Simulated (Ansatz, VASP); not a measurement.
# Two plane-wave programs on TaSbSe

The input INCAR:

```
PREC = Accurate
ENCUT = 600
EDIFF = 1E-6
ISMEAR = -1
SIGMA = 0.05
LREAL = False
LASPH = True
NELM = 80
ALGO = Normal
ISIF = 3
LWAVE = False
LCHARG = False
GGA = RP
IBRION = 2
NSW = 60
EDIFFG = -0.01
```

The input KPOINTS:

```
regular mesh
0
Gamma
  7 7 5
```

File POSCAR:

```
TaSbSe
1.0
    3.6296100000      0.0000000000      0.0000000000
    0.0000000000      3.6296100000      0.0000000000
    0.0000000000      0.0000000000      5.6345500000
Ta Sb Se
1 1 1
Direct
    0.0000000000      0.0000000000      0.0000000000
    0.0000000000      0.0000000000      0.5000000000
    0.5000000000      0.5000000000      0.0000000000
```

The input input.yaml:

```yaml
crystal:
  lattice:
    - [3.62961, 0.0, 0.0]
    - [0.0, 3.62961, 0.0]
    - [0.0, 0.0, 5.63455]
  atoms:
    - { symbol: Ta, position: [0.0, 0.0, 0.0] }
    - { symbol: Sb, position: [0.0, 0.0, 0.5] }
    - { symbol: Se, position: [0.5, 0.5, 0.0] }
hamiltonian:
  xc: rpbe
  pseudopotentials: { kind: paw }
kpoints:
  mp_grid: { grid: [7, 7, 5] }
scf:
  occupations: { method: fermi_dirac, width: 0.05 }
output:
  forces: true
  stress: true
  eigenvalues: true
relax:
  f_tol: 0.01
  max_steps: 40
  cell: { stress_tol: 0.05 }
```

Alike in both runs: task relaxation of cell and atoms; functional RPBE; k mesh 7 × 7 × 5; occupations fermi-dirac, width 0.05 eV; no spin polarisation.

|  | VASP | Ansatz |
| --- | --- | --- |
| version | VASP 6.6.1 | Ansatz 0.2.0 |
| potentials or method | VASP PAW PBE potentials, release 64 (Ta_pv, Sb, Se) | Ansatz PAW |
| plane-wave cutoff (eV) | 600 | 420 |
| valence electrons in the cell | 22 | 44 |

|  | VASP | Ansatz | Ansatz less VASP |
| --- | --- | --- | --- |
| gap on the k mesh at the Fermi level, each at its own relaxed structure (eV) | none | none | - |
| relaxed volume (Å³/atom) | 25.25 | 25.23 | -0.014 |
| relaxed cell length with the largest relative difference (Å) | 3.655 | 3.653 | -0.0014 |

VASP's potentials were made for PBE, not for RPBE. A gap of «none» marks a metal or a gap that the smearing closes. VASP's potentials hold 22 valence electrons a cell and Ansatz's 44, so a difference there can come from the potentials and not from the codes.

Spin-orbit coupling is off throughout. Noted on Ansatz's run: the plane-wave basis is chosen anew once the cell has moved, so the energies of steps on either side of that aren't comparable.
